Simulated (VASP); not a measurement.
# Sn32HO64 (a cell with a defect) in VASP: single point with PBE

Aim: the single point of Sn32HO64 (a cell with a defect) with PBE.

Everything below comes from runs of VASP 6.6.1. Logs are shortened: lines on timing, memory, paths and dates and some standing lists are left out, and cuts for length are marked.

## (1) The cell of the first run

The cell holds a defect, 97 atoms: a = 11.626 Å, b = 11.626 Å, c = 13.654 Å, α = 54.04°, β = 54.04°, γ = 71.92°.

## (2) Single point, PBE

The input, INCAR:

```
PREC     = Accurate       # precision mode
ENCUT    = 520            # plane-wave cutoff, eV
EDIFF    = 1E-6           # SCF threshold, eV
ISMEAR   = -1             # smearing method
SIGMA    = 0.01           # smearing width, eV
LREAL    = Auto         
LASPH    = True           # aspherical terms in the spheres
NELM     = 120            # most SCF steps
ALGO     = Normal         # electronic algorithm
ISIF     = 2              # what is computed and relaxed
LWAVE    = False          # write WAVECAR
LCHARG   = True           # write CHGCAR
GGA      = PE             # functional
LELF     = True           # ELF
LVHAR    = True         
NBANDS   = 470            # bands
NELECT   = 834.0        
GGA_COMPAT= False
```

The input, KPOINTS:

```
regular mesh
0
Gamma
  1 1 1
```

The input, POSCAR:

```
Sn32HO64
1.0
    0.0000000000      9.6549200600      6.4759066800
    9.6549200600      0.0000000000      6.4759066800
    9.6549200600      9.6549200600      0.0000000000
Sn O H
32 64 1
Direct
    0.1255173576      0.1250154373      0.1246323055
    0.3740270628      0.3753324076      0.3745460953
   -0.0007702165      0.0001553219      0.0002286274
    0.2498751629      0.2496680146      0.2496627898
    0.1238901673      0.1253495268      0.6252771956
    0.3774684252      0.3738479913      0.8737838819
   -0.0003279667     -0.0006987621      0.5005177114
    0.2499336650      0.2497000017      0.7500240705
    0.1245729136      0.6252062663      0.1238094640
    0.3738515015      0.8744659001      0.3755613321
    0.0021040091      0.4974793172     -0.0013852046
    0.2491280618      0.7495824384      0.2495582007
    0.1240079639      0.6246699031      0.6237754414
    0.3740748107      0.8751576752      0.8745308665
    0.0032151678      0.4997564100      0.4951592331
    0.2454165650      0.7518332903      0.7502851021
    0.6235427933      0.1243344136      0.1257614945
    0.8757285225      0.3728682223      0.3726396592
    0.4967739998     -0.0030259954      0.0027555633
    0.7503223854      0.2499531467      0.2487881137
    0.6243521367      0.1240715574      0.6254061135
    0.8741781344      0.3744397657      0.8753069877
    0.4967953472      0.0058224577      0.4980302899
    0.7514530616      0.2347373385      0.7579720718
    0.6252919892      0.6238293153      0.1260503269
    0.8749003260      0.8767819573      0.3733373523
    0.4988801774      0.5003151970      0.0015163013
    0.7489802290      0.7497317629      0.2517977101
    0.6141240638      0.6405936771      0.6298325847
    0.8755197483      0.8716334396      0.8772532312
    0.4997505354      0.4996997841      0.4988240711
    0.7500019308      0.7496788830      0.7522970950
    0.0280696751      0.2209305159      0.3749490942
    0.2773315109      0.4716572006      0.1257945612
    0.2211522546      0.0279371903      0.3753028133
    0.4715439046      0.2785090594      0.1240756307
   -0.0000606490      0.0007922840      0.1524501034
    0.2477484701      0.2508207897      0.4036237796
   -0.0000481696     -0.0004498301      0.3467525420
    0.2508124185      0.2503042838      0.0957054169
    0.0278989609      0.2223137244      0.8739921937
    0.2779910882      0.4719930052      0.6258475708
    0.2209506822      0.0281867868      0.8747387626
    0.4717822461      0.2781632427      0.6246889763
   -0.0026597963      0.0008654530      0.6547161532
    0.2517379925      0.2494688903      0.9024334487
   -0.0024115808      0.0011177079      0.8472274829
    0.2484204183      0.2513074438      0.5964528639
    0.0260803811      0.7205015631      0.3746649359
    0.2764338643      0.9705346915      0.1260100685
    0.2216111374      0.5280987087      0.3741616877
    0.4706662386      0.7762583079      0.1261224416
    0.0017785102      0.4986587506      0.1515229144
    0.2492255680      0.7490721716      0.4029468955
   -0.0022398492      0.4992902484      0.3470012744
    0.2496068645      0.7493309399      0.0963666888
    0.0267840246      0.7194375068      0.8765360387
    0.2755598628      0.9734332743      0.6249538593
    0.2247635876      0.5286651199      0.8699347562
    0.4654345459      0.7847500846      0.6242015085
   -0.0071878954      0.5015402939      0.6519210430
    0.2487770504      0.7503571743      0.9023683688
    0.0002108425      0.4993511741      0.8450020593
    0.2484168242      0.7499439181      0.5968457932
    0.5279814667      0.2246198664      0.3726569587
    0.7794838507      0.4710763257      0.1239613302
    0.7197997370      0.0284474567      0.3755742209
    0.9721924297      0.2771063017      0.1243295440
    0.4993022238     -0.0015603385      0.1540536777
    0.7491595911      0.2488317821      0.4033190344
    0.4982894108      0.0005511623      0.3471764190
    0.7492780827      0.2495352603      0.0963249829
    0.5293030088      0.2184244121      0.8768147959
    0.7580943039      0.4663330068      0.6211892031
    0.7193018713      0.0198293788      0.8804679770
    0.9684430492      0.2804643856      0.6257333815
    0.4988507010      0.0007122421      0.6525046630
    0.7491237512      0.2503108175      0.9021402573
    0.4992044693     -0.0008496969      0.8472111322
    0.7495443366      0.2496198453      0.5976470351
    0.5272410980      0.7207524879      0.3775569682
    0.7771989171      0.9716005267      0.1260043146
    0.7225298502      0.5268111919      0.3758429933
    0.9706756698      0.7778834987      0.1263913110
    0.4996457141      0.5004846646      0.1532692724
    0.7465766249      0.7496279189      0.4074155294
    0.4991184542      0.4996003847      0.3469352624
    0.7495872256      0.7482084467      0.0989259624
    0.5280962902      0.7222195961      0.8727437909
    0.7777813623      0.9713417427      0.6258782139
    0.7208019974      0.5277087363      0.8744476685
    0.9714429325      0.7777572274      0.6260533600
    0.5148494835      0.4949966003      0.6488132843
    0.7499677814      0.7481168080      0.9049804627
    0.4976860062      0.5028540448      0.8470897060
    0.7529911563      0.7499732131      0.5970062459
    0.6966125577      0.4562111887      0.5955912019
```

Potentials or basis: VASP PAW PBE potentials, release 64 (Sn_d, O, H).

The run is started by

```bash
$ cat potpaw_PBE.64/Sn_d/POTCAR potpaw_PBE.64/O/POTCAR potpaw_PBE.64/H/POTCAR > POTCAR
$ mpirun -np 1 vasp_gam > vasp.out
```

OUTCAR:

```text
PREC = Accurate
   ENCUT = 520
   EDIFF = 1E-6
   ISMEAR = -1
   LREAL = Auto
   LASPH = True
   NELM = 120
   ISIF = 2
   GGA = PE
   NELECT = 834.0

 ion  position               nearest neighbor table
   1  0.126  0.125  0.125-  50 2.09  68 2.09  40 2.09  37 2.09  39 2.09  46 2.09  26 3.23   6 3.24
                            11 3.75  19 3.76
   2  0.374  0.375  0.375-  65 2.08  51 2.08  85 2.09  87 2.09  38 2.09  48 2.09  25 3.24   5 3.24
                            23 3.72  15 3.74  27 3.75
   3  0.999  0.000  0.000-  37 2.09  43 2.09  82 2.09  41 2.09  47 2.09  84 2.09   8 3.24  28 3.24
[... 47 lines left out ...]
  27  0.499  0.500  0.002-  85 2.08  34 2.09  36 2.09  91 2.09  89 2.09  95 2.10   4 3.24  32 3.24
                            29 3.72   2 3.75
  28  0.749  0.750  0.252-  84 2.09  81 2.09  82 2.09  88 2.09  83 2.10  86 2.11  31 3.23   3 3.24

  29  0.614  0.641  0.630-  60 2.00  96 2.04  95 2.06  86 2.10  93 2.15  74 2.21  97 2.26  26 3.22
                             6 3.27  23 3.67  16 3.68  32 3.71  27 3.72
  30  0.876  0.872  0.877-  57 2.07  75 2.08  94 2.09  88 2.09  47 2.09  45 2.10  25 3.23   5 3.25
                            24 3.67  16 3.71  32 3.75
  31  0.500  0.500  0.499-  87 2.08  81 2.08  44 2.09  42 2.09  83 2.10  93 2.12  28 3.23   8 3.24
                            25 3.75
  32  0.750  0.750  0.752-  94 2.07  92 2.09  90 2.09  89 2.09  91 2.09  96 2.10   7 3.23  27 3.24
                            29 3.71  30 3.75
  33  0.028  0.221  0.375-  18 2.08   7 2.09   4 2.09
  34  0.277  0.472  0.126-  27 2.09   4 2.09   9 2.09
  35  0.221  0.028  0.375-   7 2.09   4 2.09  10 2.09
  36  0.472  0.279  0.124-   4 2.09  27 2.09  17 2.09
  37  1.000  0.001  0.152-  26 2.08   3 2.09   1 2.09
  38  0.248  0.251  0.404-   5 2.09   2 2.09   4 2.10
[... 33 lines left out ...]
  72  0.749  0.250  0.096-  22 2.08  17 2.09  20 2.09
  73  0.529  0.218  0.877-  24 2.09  19 2.09   6 2.10
  74  0.758  0.466  0.621-  97 1.02  24 2.19  29 2.21  15 2.32
  75  0.719  0.020  0.880-  24 2.03  30 2.08  19 2.09
  76  0.968  0.280  0.626-  24 2.06  15 2.07   5 2.12
  77  0.499  0.001  0.653-  21 2.09  23 2.09  14 2.09
  78  0.749  0.250  0.902-  24 2.06  22 2.09  17 2.11
  79  0.499  0.999  0.847-  14 2.09  21 2.09  19 2.09
  80  0.750  0.250  0.598-  21 2.10  24 2.11  18 2.12
[... 14 lines left out ...]
  95  0.498  0.503  0.847-  29 2.06   6 2.10  27 2.10
  96  0.753  0.750  0.597-  29 2.04  32 2.10  26 2.11
  97  0.697  0.456  0.596-  74 1.02  29 2.26

  LATTYP: Found a body centered tetragonal cell.
 ALAT       =    13.6541188925
 C/A-ratio  =     0.9485645659

  Lattice vectors:

 A1 = (   0.0000000000,  -9.6549200600,  -6.4759066800)
 A2 = (   0.0000000000,   9.6549200600,  -6.4759066800)
 A3 = (   9.6549200600,   0.0000000000,   6.4759066800)

Analysis of symmetry for initial positions (statically):
=====================================================================
 Subroutine PRICEL returns:
 Original cell was already a primitive cell.

 Routine SETGRP: Setting up the symmetry group for a
 body centered tetragonal supercell.

 Subroutine GETGRP returns: Found  1 space group operations
 (whereof  1 operations were pure point group operations)
[... 259 lines left out ...]
   dimension x,y,z NGXF=   180 NGYF=  180 NGZF=  216
   ions per type =              32  64   1
   NGX,Y,Z   is equivalent  to a cutoff of  12.87, 12.87, 13.15 a.u.
   NGXF,Y,Z  is equivalent  to a cutoff of  25.74, 25.74, 26.30 a.u.
 SYSTEM =  unknown system
   PREC   = accura    normal or accurate (medium, high low for compatibility)
   ISTART =      0    job   : 0-new  1-cont  2-samecut
   ICHARG =      2    charge: 1-file 2-atom 10-const
   ISPIN  =      1    spin polarized calculation?
   LNONCOLLINEAR =      F non collinear calculations
   LSORBIT =      F    spin-orbit coupling
   LASPH  =      T    aspherical Exc in radial PAW
   ENCUT  =  520.0 eV  38.22 Ry    6.18 a.u.  21.62 21.62 25.39*2*pi/ulx,y,z
   NELM   =    120;   NELMIN=  2; NELMDL= -5     # of ELM steps
   EDIFF  = 0.1E-05   stopping-criterion for ELM
   LREAL  =      T    real-space projection
   EDIFFG = 0.1E-04   stopping-criterion for IOM
   NSW    =      0    number of steps for IOM
   IBRION =     -1    ionic relax: 0-MD 1-quasi-New 2-CG
   NFREE  =      0    steps in history (QN), initial steepest desc. (CG)
   ISIF   =      2    stress and relaxation
   ISYM   =      2    0-nonsym 1-usesym 2-fastsym
   POTIM  = 0.5000    time-step for ionic-motion
   TEBEG  =    0.0;   TEEND  =   0.0 temperature during run
   PSTRESS=    0.0 pullay stress
   NELECT =     834.0000    total number of electrons
   NUPDOWN=      -1.0000    fix difference up-down
   EMIN   =  10.00;   EMAX   =-10.00  energy-range for DOS
   EFERMI =   0.00;   METHOD = LEGACY
   ISMEAR =    -1;   SIGMA  =   0.01  broadening in eV -4-tet -1-fermi 0-gaus
   EFERMI_NEDOS =   21; number of points for ismear=-14 and -15
   IALGO  =     38    algorithm
   IMIX   =      4    mixing-type and parameters
     AMIX     =   0.40;   BMIX     =  1.00
     AMIX_MAG =   1.60;   BMIX_MAG =  1.00
  volume/ion in A,a.u.               =      12.45        83.99
  Fermi-wavevector in a.u.,A,eV,Ry     =   1.447174  2.734763 28.494868  2.094314
  Thomas-Fermi vector in A             =   2.565159
   LORBIT       =      0    0 simple, 1 ext, 2 COOP (PROOUT), +10 PAW based schemes
   GGA     = PE    functional components
   LHFCALC =     F    Hartree Fock is set to
   AEXX    =    0.0000 exact exchange contribution
   IVDW    =     0    specifies the selected vdW correction
   LEPSILON=     F    determine dielectric tensor
   LRPA    =     F    only Hartree local field effects (RPA)
 non-spin polarized calculation
  energy-cutoff  :      520.00
  volume of cell :     1207.34
 maximum number of plane-waves:     16247
 NGX is ok and might be reduce to    90
   NGX = 43   NGY = 43   NGZ = 51

 number of electron     833.9999978 magnetization

 Free energy of the ion-electron system (eV)
  ---------------------------------------------------
  ext. energy  EPLUGINS =         0.00000000
  ---------------------------------------------------
  free energy    TOTEN  =      -593.66992104 eV

  energy without entropy =     -593.66992104  energy(sigma->0) =     -593.66992104

 E-fermi :   6.4628     XC(G=0): -11.0014

 val. band max:        6.2136191565   @ k =   0.0000   0.0000   0.0000
 cond. band min:       9.2116559635   @ k =   0.0000   0.0000   0.0000
 fundamental gap:      2.9980368070
 Fermi energy:         6.4627993328

 k-point     1 :       0.0000    0.0000    0.0000
  band No.  band energies     occupation
      1     -15.5982      2.00000
      2     -15.4697      2.00000
      3     -15.4040      2.00000
      4     -15.3831      2.00000
      5     -15.3630      2.00000
      6     -15.3299      2.00000
[... 421 lines left out ...]
    428       9.6074      0.00000
    429       9.6132      0.00000
 [bands above 429 left out]

------------------------ aborting loop because EDIFF is reached ----------------------------------------

  FORCE on cell =-STRESS in cart. coord.  units (eV):
  Direction    XX          YY          ZZ          XY          YZ          ZX
  --------------------------------------------------------------------------------------
  -------------------------------------------------------------------------------------
  Total       34.3088338     32.6147305     41.2859831     -3.9553759     -1.4671317      0.6549535
  in kB       45.5290508     43.2809151     54.7879777     -5.2489255     -1.9469362      0.8691467
  external PRESSURE =      47.8659812 kB  Pullay stress =       0.0000000 kB

 VOLUME and BASIS-vectors are now :
 -----------------------------------------------------------------------------
  energy-cutoff  :      520.00
  volume of cell :     1207.34
      direct lattice vectors                 reciprocal lattice vectors
     0.000000000  9.654920060  6.475906680    -0.051787068  0.051787068  0.077209266
     9.654920060  0.000000000  6.475906680     0.051787068 -0.051787068  0.077209266
     9.654920060  9.654920060  0.000000000     0.051787068  0.051787068 -0.077209266

 POSITION                                       TOTAL-FORCE (eV/Angst)
 -----------------------------------------------------------------------------------
      2.41033      2.41518      1.62243         0.003097      0.003059      0.000720
      7.24002      7.22741      4.85278         0.005064      0.016951      0.014460
      0.00371      9.64969      6.47192        -0.000107      0.002738     -0.005556
      4.82100      4.82300      3.23500        -0.010567     -0.009471     -0.001595
      7.24724      7.23315      1.61405         0.005153     -0.006295     -0.002507
     12.04579     12.08074      4.86546        -0.017514     -0.042797      0.018733
[... 89 lines left out ...]
     13.00498     13.03412      9.73306        -0.013033     -0.004198     -0.046270
     10.15507     12.47612      7.46558        -0.406746      0.285672      0.458977
 -----------------------------------------------------------------------------------
    total drift:                                0.016764     -0.003605     -0.003379

  FREE ENERGIE OF THE ION-ELECTRON SYSTEM (eV)
  ---------------------------------------------------
  free  energy   TOTEN  =      -593.6699210448 eV

  energy  without entropy=     -593.6699210448  energy(sigma->0) =     -593.66992104
```

Run time: 20 min. Hardware: 1 thread of Intel Xeon 6975P-C (Granite Rapids), shared host; peak memory 1.6 GiB.

Results:

- Free energy: -593.6699 eV
- Largest force: 0.677 eV/Å

Forces in eV/Å, atoms in the order of the input:
```
Sn   0.003  0.003  0.001
Sn   0.005  0.017  0.014
Sn   0.000  0.003 -0.006
Sn  -0.011 -0.009 -0.002
Sn   0.005 -0.006 -0.003
Sn  -0.018 -0.043  0.019
Sn  -0.007 -0.003 -0.007
Sn   0.001  0.000 -0.011
Sn   0.003 -0.004 -0.006
Sn   0.001 -0.003  0.001
Sn   0.004 -0.009 -0.001
Sn   0.001 -0.002  0.009
Sn   0.000 -0.006 -0.011
Sn   0.003 -0.002 -0.001
Sn  -0.022  0.038  0.026
Sn  -0.004 -0.003  0.005
Sn   0.002 -0.001 -0.008
Sn  -0.026 -0.007 -0.002
Sn   0.006 -0.003  0.003
Sn  -0.006  0.003 -0.009
Sn   0.007 -0.006 -0.006
Sn   0.007  0.008  0.000
Sn   0.011  0.000 -0.007
Sn  -0.018  0.052 -0.038
Sn   0.008  0.009 -0.013
Sn   0.010  0.009 -0.019
Sn   0.002  0.000 -0.005
Sn  -0.001 -0.004  0.000
Sn   0.007 -0.084 -0.080
Sn  -0.019  0.002 -0.008
Sn   0.065  0.017 -0.018
Sn  -0.003 -0.011 -0.005
O    0.016 -0.013  0.000
O    0.019 -0.012 -0.002
O   -0.013  0.010 -0.001
O   -0.008  0.020  0.000
O   -0.013 -0.008 -0.010
O   -0.007 -0.020  0.001
O    0.013  0.012 -0.008
O    0.007  0.006  0.008
O    0.014 -0.018 -0.004
O   -0.001 -0.052 -0.031
O   -0.014  0.008 -0.006
O   -0.003  0.015 -0.002
O   -0.007 -0.023 -0.003
O   -0.017 -0.019 -0.014
O    0.021 -0.001 -0.005
O    0.016  0.007 -0.007
O    0.010 -0.007 -0.005
O    0.022 -0.018 -0.001
O   -0.030  0.035  0.040
O   -0.011  0.012  0.003
O    0.001 -0.019 -0.003
O   -0.008 -0.018  0.001
O    0.021  0.010 -0.008
O    0.016  0.009 -0.002
O    0.018 -0.020 -0.009
O    0.013 -0.015 -0.004
O    0.028  0.009 -0.018
O    0.034 -0.024  0.004
O   -0.010 -0.024 -0.010
O   -0.010 -0.016 -0.001
O    0.016  0.004  0.000
O    0.015  0.004 -0.008
O    0.013 -0.005  0.010
O    0.021 -0.008 -0.003
O   -0.020  0.015 -0.008
O   -0.011  0.016 -0.007
O   -0.006 -0.019  0.007
O   -0.009 -0.007 -0.008
O    0.015  0.011 -0.001
O    0.011  0.011 -0.006
O    0.003 -0.019  0.017
O    0.014  0.048  0.049
O   -0.035  0.034 -0.044
O   -0.004  0.010 -0.005
O   -0.009 -0.014  0.003
O   -0.009 -0.016  0.004
O    0.016  0.011  0.002
O    0.052  0.014  0.026
O    0.008 -0.040  0.015
O    0.014 -0.017 -0.001
O    0.038  0.067 -0.015
O   -0.011  0.012 -0.004
O   -0.015 -0.006  0.001
O   -0.037 -0.013 -0.023
O    0.026  0.036  0.007
O    0.005  0.025 -0.008
O    0.017 -0.010 -0.003
O    0.017 -0.021 -0.002
O   -0.013  0.012 -0.004
O   -0.018  0.000 -0.006
O    0.199 -0.206 -0.094
O   -0.023 -0.015 -0.008
O    0.006  0.026 -0.010
O   -0.013 -0.004 -0.046
H   -0.407  0.286  0.459
```

Levels at points of the mesh, in eV from the Fermi level:
| k point | band 415 | band 416 | band 417 | band 418 | band 419 | band 420 |
| --- | --- | --- | --- | --- | --- | --- |
| (0.00, 0.00, 0.00) | -1.35 | -0.90 | -0.25 | 2.75 | 2.90 | 2.98 |

Caveat: the k points lie up to 0.67 Å⁻¹ apart; the cell carries a net charge on a neutralising background, which shifts energy and pressure; the cell is charged against a uniform background, so pressure and absolute levels hang on convention; spin-orbit coupling is left out, which moves the levels of the heavy elements.
